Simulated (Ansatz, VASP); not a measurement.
# One calculation of GaP, two programs

```
Ga P
1.0
     0.00000    2.68129    2.81535
     2.68129    0.00000    2.81535
     2.68129    2.68129    0.00000
Ga P
1 1
Direct
  0.00000 0.00000 0.00000
  0.75000 0.75000 0.75000
```

Alike in both runs: task single point; functional PBE; k mesh 10 × 10 × 10; occupations methfessel-paxton of order 1, width 0.4 eV; no spin polarisation.

```csv
,VASP,Ansatz
version,VASP 6.6.1,Ansatz 0.2.0
potentials or method,"VASP PAW PBE potentials, release 64 (Ga_d, P), cutoff 520 eV","scalar-relativistic, plane waves, PAW"
valence electrons in the cell,18,18
```

Ansatz gave:

- gap on the k mesh at the Fermi level (eV): 1.37
- least direct gap on the mesh (eV): 1.71
- pressure (GPa): 2.5
- traceless stress, the component that is largest in VASP (GPa): -2.61

Task: Estimate VASP's values.

Result: gap on the k mesh at the Fermi level (eV): 1.37; least direct gap on the mesh (eV): 1.71; pressure (GPa): 2.4; traceless stress, the component that is largest in VASP (GPa): -2.58.

With one functional, cell and mesh, what is left measures potentials, basis and numerics.
